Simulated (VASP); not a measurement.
# Sn (I4_1/amd) in VASP: single point with LDA

Aim: the single point of Sn with LDA.

Everything below comes from runs of VASP 6.6.1. Logs are shortened: lines on timing, memory, paths and dates and some standing lists are left out, and cuts for length are marked.

### Step 1. The cell of the first run

Symmetry: I4_1/amd, No. 141, tetragonal system. The conventional cell has a = 5.780 Å, b = 5.780 Å, c = 3.134 Å, α = 90.00°, β = 90.00°, γ = 90.00°. Within 3.9 Å of Sn (site symmetry -4m2) lie 10 Sn at 2.99 to 3.73 Å.

### Step 2. Single point, LDA

The input, INCAR:

```
SYSTEM = Sn
PREC = Accurate
ENCUT = 520
EDIFF = 1E-6
ISMEAR = 0
SIGMA = 0.2
LREAL = .FALSE.
LASPH = .TRUE.
NELM = 60
ALGO = Fast
ISIF = 2
LWAVE = .FALSE.
LCHARG = .FALSE.
GGA = CA
NBANDS = 21
```

The input, KPOINTS:

```
regular mesh
0
G
  18 18 18
  0 0 0
```

The input, POSCAR:

```
Sn
1.0
   -2.8902284937      2.8902284937      1.5667738973
    2.8902284937     -2.8902284937      1.5667738973
    2.8902284937      2.8902284937     -1.5667738973
Sn
2
Direct
    0.0000000000      0.0000000000      0.0000000000
    0.7500000000      0.2500000000      0.5000000000
```

Potentials or basis: VASP PAW LDA potentials, release 64 (Sn_d).

The run is started by

```console
cat potpaw_LDA.64/Sn_d/POTCAR > POTCAR
mpirun -np 1 vasp_std > vasp.out
```

OUTCAR:

```text
SYSTEM = Sn
   PREC = Accurate
   ENCUT = 520
   EDIFF = 1E-6
   ISMEAR = 0
   LREAL = .FALSE.
   LASPH = .TRUE.
   NELM = 60
   ISIF = 2
   GGA = CA

 ion  position               nearest neighbor table
   1  0.000  0.000  0.000-   2 2.99   2 2.99   2 2.99   2 2.99   2 3.73   2 3.73   2 3.73   2 3.73

   2  0.750  0.250  0.500-   1 2.99   1 2.99   1 2.99   1 2.99   1 3.73   1 3.73   1 3.73   1 3.73

  LATTYP: Found a body centered tetragonal cell.
 ALAT       =     5.7804569874
 C/A-ratio  =     0.5420934368

  Lattice vectors:

 A1 = (  -2.8902284937,   2.8902284937,   1.5667738973)
 A2 = (   2.8902284937,  -2.8902284937,   1.5667738973)
 A3 = (   2.8902284937,   2.8902284937,  -1.5667738973)

Analysis of symmetry for initial positions (statically):
=====================================================================
 Subroutine PRICEL returns:
 Original cell was already a primitive cell.

 Routine SETGRP: Setting up the symmetry group for a
 body centered tetragonal supercell.

 Subroutine GETGRP returns: Found 16 space group operations
 (whereof  8 operations were pure point group operations)
 out of a pool of 16 trial point group operations.

The static configuration has the point symmetry D_2d.
 The point group associated with its full space group is D_4h.

Analysis of symmetry for dynamics (positions and initial velocities):
=====================================================================
 Subroutine PRICEL returns:
 Original cell was already a primitive cell.

 Routine SETGRP: Setting up the symmetry group for a
 body centered tetragonal supercell.

 Subroutine GETGRP returns: Found 16 space group operations
 (whereof  8 operations were pure point group operations)
 out of a pool of 16 trial point group operations.

The dynamic configuration has the point symmetry D_2d.
 The point group associated with its full space group is D_4h.

 Subroutine INISYM returns: Found 16 space group operations
 (whereof  8 operations are pure point group operations),
 and found     1 'primitive' translations

----------------------------------------------------------------------------------------

                                     Primitive cell

  volume of cell :      52.3517

  direct lattice vectors                    reciprocal lattice vectors
    -2.890228494  2.890228494  1.566773897     0.000000000  0.172996703  0.319127093
     2.890228494 -2.890228494  1.566773897     0.172996703  0.000000000  0.319127093
     2.890228494  2.890228494 -1.566773897     0.172996703  0.172996703  0.000000000

  length of vectors
[... 83 lines left out ...]
   LREAL  =      F    real-space projection
   EDIFFG = 0.1E-04   stopping-criterion for IOM
   NSW    =      0    number of steps for IOM
   IBRION =     -1    ionic relax: 0-MD 1-quasi-New 2-CG
   NFREE  =      0    steps in history (QN), initial steepest desc. (CG)
   ISIF   =      2    stress and relaxation
   ISYM   =      2    0-nonsym 1-usesym 2-fastsym
   POTIM  = 0.5000    time-step for ionic-motion
   TEBEG  =    0.0;   TEEND  =   0.0 temperature during run
   PSTRESS=    0.0 pullay stress
   NELECT =      28.0000    total number of electrons
   NUPDOWN=      -1.0000    fix difference up-down
   EMIN   =  10.00;   EMAX   =-10.00  energy-range for DOS
   EFERMI =   0.00;   METHOD = LEGACY
   ISMEAR =     0;   SIGMA  =   0.20  broadening in eV -4-tet -1-fermi 0-gaus
   EFERMI_NEDOS =   21; number of points for ismear=-14 and -15
   IALGO  =     68    algorithm
   IMIX   =      4    mixing-type and parameters
     AMIX     =   0.40;   BMIX     =  1.00
     AMIX_MAG =   1.60;   BMIX_MAG =  1.00
  volume/ion in A,a.u.               =      26.18       176.64
  Fermi-wavevector in a.u.,A,eV,Ry     =   1.328874  2.511209 24.026627  1.765907
  Thomas-Fermi vector in A             =   2.458079
   LORBIT       =      0    0 simple, 1 ext, 2 COOP (PROOUT), +10 PAW based schemes
   GGA     = CA    functional components
   LHFCALC =     F    Hartree Fock is set to
   AEXX    =    0.0000 exact exchange contribution
   IVDW    =     0    specifies the selected vdW correction
   LEPSILON=     F    determine dielectric tensor
   LRPA    =     F    only Hartree local field effects (RPA)
 non-spin polarized calculation
 RMM-DIIS sequential band-by-band and
 Gauss-broadening in eV      SIGMA  =   0.20
  energy-cutoff  :      520.00
  volume of cell :       52.35
 maximum number of plane-waves:      1423
 NGX is ok and might be reduce to    36
   NGX = 17   NGY = 17   NGZ = 17

 number of electron      28.0000011 magnetization

 Free energy of the ion-electron system (eV)
  ---------------------------------------------------
  ext. energy  EPLUGINS =         0.00000000
  ---------------------------------------------------
  free energy    TOTEN  =        -8.98754159 eV

  energy without entropy =       -8.96818933  energy(sigma->0) =       -8.97786546

 E-fermi :   8.1433     XC(G=0): -10.7177

 val. band max:        8.1394837509   @ k =   0.2222   0.1111   0.0000
 cond. band min:       8.1448059094   @ k =  -0.1667  -0.1667   0.1667
 fundamental gap:      0.0053221585
 Fermi energy:         8.1432659250

 k-point     1 :       0.0000    0.0000    0.0000
  band No.  band energies     occupation
      1     -13.4553      2.00000
      2     -13.3633      2.00000
      3     -13.3155      2.00000
      4     -13.3042      2.00000
      5     -13.1267      2.00000
      6     -13.1267      2.00000
[... 565 lines left out ...]
     20      16.6725      0.00000
     21      16.8328      0.00000

 [... further k-points ...]

------------------------ aborting loop because EDIFF is reached ----------------------------------------

  FORCE on cell =-STRESS in cart. coord.  units (eV):
  Direction    XX          YY          ZZ          XY          YZ          ZX
  --------------------------------------------------------------------------------------
  -------------------------------------------------------------------------------------
  Total        0.0111154      0.0111154      0.0063221      0.0000000      0.0000000      0.0000000
  in kB        0.3401757      0.3401757      0.1934837      0.0000000      0.0000000      0.0000000
  external PRESSURE =       0.2912783 kB  Pullay stress =       0.0000000 kB

 VOLUME and BASIS-vectors are now :
 -----------------------------------------------------------------------------
  energy-cutoff  :      520.00
  volume of cell :       52.35
      direct lattice vectors                 reciprocal lattice vectors
    -2.890228494  2.890228494  1.566773897     0.000000000  0.172996703  0.319127093
     2.890228494 -2.890228494  1.566773897     0.172996703  0.000000000  0.319127093
     2.890228494  2.890228494 -1.566773897     0.172996703  0.172996703  0.000000000

 POSITION                                       TOTAL-FORCE (eV/Angst)
 -----------------------------------------------------------------------------------
      0.00000      0.00000      0.00000        -0.000000      0.000000     -0.000000
      0.00000      2.89023      0.78339         0.000000     -0.000000      0.000000
 -----------------------------------------------------------------------------------
    total drift:                               -0.000000      0.000000     -0.000000

  FREE ENERGIE OF THE ION-ELECTRON SYSTEM (eV)
  ---------------------------------------------------
  free  energy   TOTEN  =        -8.9875415906 eV

  energy  without entropy=       -8.9681893265  energy(sigma->0) =       -8.97786546
```

OSZICAR:

```text
N       E                     dE             d eps       ncg     rms          rms(c)
DAV:   1     0.223815023149E+03    0.22382E+03   -0.14356E+04 20506   0.211E+03
DAV:   2     0.145266497445E+02   -0.20929E+03   -0.20498E+03 20290   0.459E+02
DAV:   3    -0.827768218309E+01   -0.22804E+02   -0.22629E+02 23366   0.136E+02
DAV:   4    -0.900183864440E+01   -0.72416E+00   -0.72368E+00 22908   0.269E+01
DAV:   5    -0.903129659152E+01   -0.29458E-01   -0.29457E-01 28407   0.512E+00    0.260E+00
RMM:   6    -0.899992533297E+01    0.31371E-01   -0.31099E-02 24638   0.209E+00    0.149E+00
RMM:   7    -0.898773837611E+01    0.12187E-01   -0.23456E-02 24576   0.165E+00    0.134E-01
RMM:   8    -0.898742262944E+01    0.31575E-03   -0.40164E-03 27306   0.718E-01    0.568E-02
RMM:   9    -0.898752649605E+01   -0.10387E-03   -0.10854E-03 30142   0.271E-01    0.384E-02
RMM:  10    -0.898753592707E+01   -0.94310E-05   -0.14042E-04 26790   0.149E-01    0.244E-02
RMM:  11    -0.898753940395E+01   -0.34769E-05   -0.78543E-05 29290   0.886E-02    0.107E-02
RMM:  12    -0.898754154701E+01   -0.21431E-05   -0.23661E-05 27447   0.385E-02    0.935E-03
RMM:  13    -0.898754159060E+01   -0.43594E-07   -0.40144E-06 15303   0.229E-02
   1 F= -.89875416E+01 E0= -.89778655E+01  d E =-.193523E-01
```

stdout:

```text
POSCAR found type information on POSCAR Sn
 POSCAR found :  1 types and       2 ions
 scaLAPACK will be used
 LDA part: xc-table for (Slater(with rela. corr.)+CA(PZ))
 , standard interpolation
 POSCAR, INCAR and KPOINTS ok, starting setup
 FFT: planning ... GRIDC
 FFT: planning ... GRID_SOFT
 FFT: planning ... GRID
 WAVECAR not read
 entering main loop
WARNING in EDDRMM: call to ZHEGV failed, returncode =   8  4     19
WARNING in EDDRMM: call to ZHEGV failed, returncode =   8  4     19
WARNING in EDDRMM: call to ZHEGV failed, returncode =   8  4     19
WARNING in EDDRMM: call to ZHEGV failed, returncode =   6  3     19
WARNING in EDDRMM: call to ZHEGV failed, returncode =   8  4     19
WARNING in EDDRMM: call to ZHEGV failed, returncode =   6  3     19
WARNING in EDDRMM: call to ZHEGV failed, returncode =   8  4     20
WARNING in EDDRMM: call to ZHEGV failed, returncode =   8  4     20
WARNING in EDDRMM: call to ZHEGV failed, returncode =   6  3     19
WARNING in EDDRMM: call to ZHEGV failed, returncode =   8  4     20
WARNING in EDDRMM: call to ZHEGV failed, returncode =   8  4     21
WARNING in EDDRMM: call to ZHEGV failed, returncode =   6  3     19
```

It took 11 min on 1 thread of Intel Xeon Platinum 8375C at 2.90GHz (Ice Lake), shared host; peak memory 0.5 GiB.

Results:

- Free energy: -8.9875 eV
- Pressure: 0.0 GPa
- Band gap on the k mesh: zero (bands 14 and 15 overlap by 4.50 eV)

Levels at points of the mesh, in eV from the Fermi level:
| k point | band 10 | band 11 | band 12 | band 13 | band 14 | band 15 | band 16 | band 17 | band 18 | band 19 |
| --- | --- | --- | --- | --- | --- | --- | --- | --- | --- | --- |
| (0.00, 0.00, 0.00) | -21.05 | -11.41 | -3.66 | -2.08 | -2.08 | 3.02 | 6.31 | 6.31 | 7.10 | 7.19 |
| (0.50, 0.00, 0.00) | -21.11 | -7.00 | -5.51 | -2.33 | -1.79 | -1.17 | 2.30 | 2.91 | 4.84 | 7.32 |
| (0.50, 0.50, 0.00) | -21.18 | -9.11 | -9.11 | 0.58 | 0.58 | 1.61 | 1.61 | 6.21 | 6.21 | 9.92 |
| (0.50, 0.50, 0.50) | -21.25 | -7.70 | -7.70 | -4.98 | -4.98 | 5.25 | 5.25 | 9.57 | 9.57 | 12.77 |

Caveat: spin-orbit coupling is left out, which moves the levels of the heavy elements.
